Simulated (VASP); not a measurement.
Here is a VASP 6.6.1 calculation.

File INCAR:

```
SYSTEM = RbSi6
ALGO     = Normal         ! electronic algorithm
EDIFF    = 1E-6           ! SCF threshold, eV
ENCUT    = 520            ! plane-wave cutoff, eV
GGA      = PE             ! functional
ISIF     = 2              ! what is computed and relaxed
ISMEAR   = 0              ! smearing method
LASPH    = .TRUE.         ! aspherical terms in the spheres
LCHARG   = .FALSE.        ! write CHGCAR
LREAL    = .FALSE.        ! projectors in reciprocal space
LWAVE    = .FALSE.        ! write WAVECAR
NBANDS   = 26             ! bands
NELM     = 60             ! most SCF steps
PREC     = Accurate       ! precision mode
SIGMA    = 0.1            ! smearing width, eV
```

The input KPOINTS:

```
k-points
0
G
  8 8 8
  0 0 0
```

The input POSCAR:

```
RbSi6
1.0
   -3.2599365090      3.2599365090      3.2599365090
    3.2599365090     -3.2599365090      3.2599365090
    3.2599365090      3.2599365090     -3.2599365090
Rb Si
1 6
Direct
    0.0000000000      0.0000000000      0.0000000000
    0.7500000000      0.2500000000      0.5000000000
    0.2500000000      0.7500000000      0.5000000000
    0.5000000000      0.2500000000      0.7500000000
    0.7500000000      0.5000000000      0.2500000000
    0.5000000000      0.7500000000      0.2500000000
    0.2500000000      0.5000000000      0.7500000000
```

Potentials or basis: VASP PAW PBE potentials, release 64 (Rb_sv, Si).

Run with:

```console
$ cat potpaw_PBE.64/Rb_sv/POTCAR potpaw_PBE.64/Si/POTCAR > POTCAR
$ mpirun -np 1 vasp_std > vasp.out
```

(1) Predict the pressure.

## Answers

(1) 11.1 GPa.
